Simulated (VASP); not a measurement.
Set up this calculation in VASP 6.6.1, as the native input.

* Task: single point
* Functional: r2SCAN
* Potentials or basis: VASP PAW PBE potentials, release 64 (Cd, S)
* Cutoff: 520 eV
* k mesh: 9 × 9 × 4
* Occupations: gaussian, width 0.02 eV
* Spin: no spin polarisation
* Dipole correction: no
* Further INCAR settings: ALGO = Normal; EDIFF = 1e-06; NBANDS = 26

Crystal: CdS.

```
CELL_PARAMETERS angstrom
4.16296 0.00000 0.00000
-2.08148 3.60523 0.00000
0.00000 0.00000 6.76593
ATOMIC_POSITIONS crystal
Cd 0.66667 0.33333 0.50010
Cd 0.33333 0.66667 0.00010
S 0.66667 0.33333 0.87690
S 0.33333 0.66667 0.37690
```

One way to write it, as run:

POSCAR

```
CdS
1.0
    4.1629574308      0.0000000000      0.0000000000
   -2.0814787154      3.6052268899      0.0000000000
    0.0000000000      0.0000000000      6.7659301811
Cd S
2 2
Direct
    0.6666666667      0.3333333333      0.5001046974
    0.3333333333      0.6666666667      0.0001046974
    0.6666666667      0.3333333333      0.8768953026
    0.3333333333      0.6666666667      0.3768953026
```

INCAR.step1

```
SYSTEM = CdS
PREC     = Accurate       ! precision mode
ENCUT    = 520            ! plane-wave cutoff, eV
ISMEAR   = 0              ! smearing method
SIGMA    = 0.02           ! smearing width, eV
LREAL    = .False.        ! projectors in reciprocal space
LASPH    = .True.         ! aspherical terms in the spheres
NELM     = 60             ! most SCF steps
NBANDS   = 26             ! bands
GGA      = PE             ! functional
ALGO     = Normal         ! electronic algorithm
EDIFF    = 1E-4           ! SCF threshold, eV
LWAVE    = .True.         ! write WAVECAR
LCHARG   = .False.        ! write CHGCAR
```

INCAR.step2

```
SYSTEM = CdS
PREC     = Accurate       ! precision mode
ENCUT    = 520            ! plane-wave cutoff, eV
EDIFF    = 1E-6           ! SCF threshold, eV
ISMEAR   = 0              ! smearing method
SIGMA    = 0.02           ! smearing width, eV
LREAL    = .False.        ! projectors in reciprocal space
LASPH    = .True.         ! aspherical terms in the spheres
NELM     = 60             ! most SCF steps
ALGO     = Normal         ! electronic algorithm
ISIF     = 2              ! what is computed and relaxed
LWAVE    = .False.        ! write WAVECAR
LCHARG   = .True.         ! write CHGCAR
METAGGA  = R2SCAN         ! meta-GGA
LMIXTAU  = .True.       
LELF     = .True.         ! ELF
LVHAR    = .True.       
NBANDS   = 26             ! bands
ISTART   = 1
```

KPOINTS

```
Automatic mesh
0
Gamma
  9 9 4
  0 0 0
```

Potentials or basis: VASP PAW PBE potentials, release 64 (Cd, S).

Launch:

```bash
$ cat potpaw_PBE.64/Cd/POTCAR potpaw_PBE.64/S/POTCAR > POTCAR
$ cp INCAR.step1 INCAR
$ mpirun -np 1 vasp_std > vasp.out
$ cp INCAR.step2 INCAR
$ mpirun -np 1 vasp_std > vasp.out
```

Results of the run:

```
Pressure               : 0.3 GPa
Band gap on the k mesh : 1.63 eV, direct
```

Caveat: the PAW data sets were made with another functional, which shifts forces and pressure a little.

Run time: 7.7 min on 1 thread of AMD EPYC 7R13 (shared host), peak memory 0.24 GiB.
